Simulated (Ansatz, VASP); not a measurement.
**Ru in VASP and in Ansatz**

```
Ru
1.0
     2.74141    0.00000    0.00000
    -1.37070    2.37413    0.00000
     0.00000    0.00000    4.33825
Ru
2
Cartesian
  0.0000 1.5828 1.0846
  1.3707 0.7914 3.2537
```

Change from the starting cell: volume scaled by 1.04, PAW files.

Alike in both runs: task electric field gradients; functional PBE; k mesh 14 × 14 × 8; occupations fermi-dirac, width 0.03 eV; no spin polarisation.

|  | VASP | Ansatz |
| --- | --- | --- |
| version | VASP 6.6.1 | Ansatz 0.2.0 |
| potentials or method | VASP PAW PBE potentials, release 64 (Ru_pv) | PAW with Ansatz's default frozen-core files, scalar-relativistic |
| plane-wave cutoff (eV) | 520 | 420 |
| valence electrons in the cell | 28 | 32 |

```csv
,VASP,Ansatz,Ansatz less VASP
pressure (GPa),-7.5,-7.4,+0.11
"traceless stress, the component that is largest in VASP (GPa)",-1.46,-1.47,-0.013
size of Vzz on the site where it differs most (V/Å²),11.9,8.2,-3.70
```

VASP's potentials hold 28 valence electrons a cell and Ansatz's 32, so a difference there can come from the potentials and not from the codes.
